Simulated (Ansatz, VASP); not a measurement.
Two plane-wave programs on GaP

```
CELL_PARAMETERS angstrom
0.00000 2.77690 2.70363
2.70363 0.00000 2.70363
2.70363 2.77690 0.00000
ATOMIC_POSITIONS crystal
Ga 0.00000 0.00000 0.00000
P 0.75000 0.75000 0.75000
```

Alike in both runs: task single point; functional PBE; k mesh 10 × 10 × 10; occupations gaussian, width 0.05 eV; no spin polarisation.

|  | VASP | Ansatz |
| --- | --- | --- |
| version | VASP 6.6.1 | Ansatz 0.2.0 |
| potentials or method | VASP PAW PBE potentials, release 64 (Ga_d, P), cutoff 520 eV | scalar-relativistic, plane waves, PAW |
| valence electrons in the cell | 18 | 18 |

|  | VASP | Ansatz | Ansatz less VASP |
| --- | --- | --- | --- |
| gap on the k mesh at the Fermi level (eV) | 1.48 | 1.48 | +0.001 |
| least direct gap on the mesh (eV) | 1.75 | 1.75 | +0.002 |
| pressure (GPa) | 2.2 | 2.2 | +0.02 |
| traceless stress, the component that is largest in VASP (GPa) | -1.37 | -1.37 | +0.001 |
